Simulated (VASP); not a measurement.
Here is a VASP 6.6.1 calculation.

INCAR

```
SYSTEM = Ti2O
PREC     = Accurate       ! precision mode
ENCUT    = 520            ! plane-wave cutoff, eV
EDIFF    = 1E-7           ! SCF threshold, eV
ISMEAR   = 0              ! smearing method
SIGMA    = 0.1            ! smearing width, eV
LREAL    = .FALSE.        ! projectors in reciprocal space
LASPH    = .TRUE.         ! aspherical terms in the spheres
NELM     = 60             ! most SCF steps
ALGO     = Normal         ! electronic algorithm
ISIF     = 2              ! what is computed and relaxed
LWAVE    = .FALSE.        ! write WAVECAR
LCHARG   = .FALSE.        ! write CHGCAR
GGA      = PS             ! functional
NBANDS   = 22             ! bands
```

Contents of KPOINTS:

```
regular mesh
0
G
  18 18 10
  0 0 0
```

Contents of POSCAR:

```
Ti2O
1.0
    2.9698612165      0.0000000000      0.0000000000
   -1.4849306082      2.5719752592      0.0000000000
    0.0000000000      0.0000000000      4.7454783087
Ti O
2 1
Direct
    0.6666666667      0.3333333333      0.2619533160
    0.3333333333      0.6666666667      0.7380466840
    0.0000000000      0.0000000000      0.0000000000
```

Potentials or basis: VASP PAW PBE potentials, release 64 (Ti_sv, O).

Command:

```console
$ cat potpaw_PBE.64/Ti_sv/POTCAR potpaw_PBE.64/O/POTCAR > POTCAR
$ mpirun -np 1 vasp_std > vasp.out
```

What does it give for the largest force?

0.045 eV/Å.

Estimate the band gap on the k mesh.

zero (bands 15 and 16 overlap by 0.81 eV).

Forces on the atoms (eV/Å):
```
Ti   0.000  0.000  0.045
Ti   0.000  0.000 -0.045
O    0.000  0.000  0.000
```

Caveat: the PAW data sets were made with another functional, which shifts forces and pressure a little.
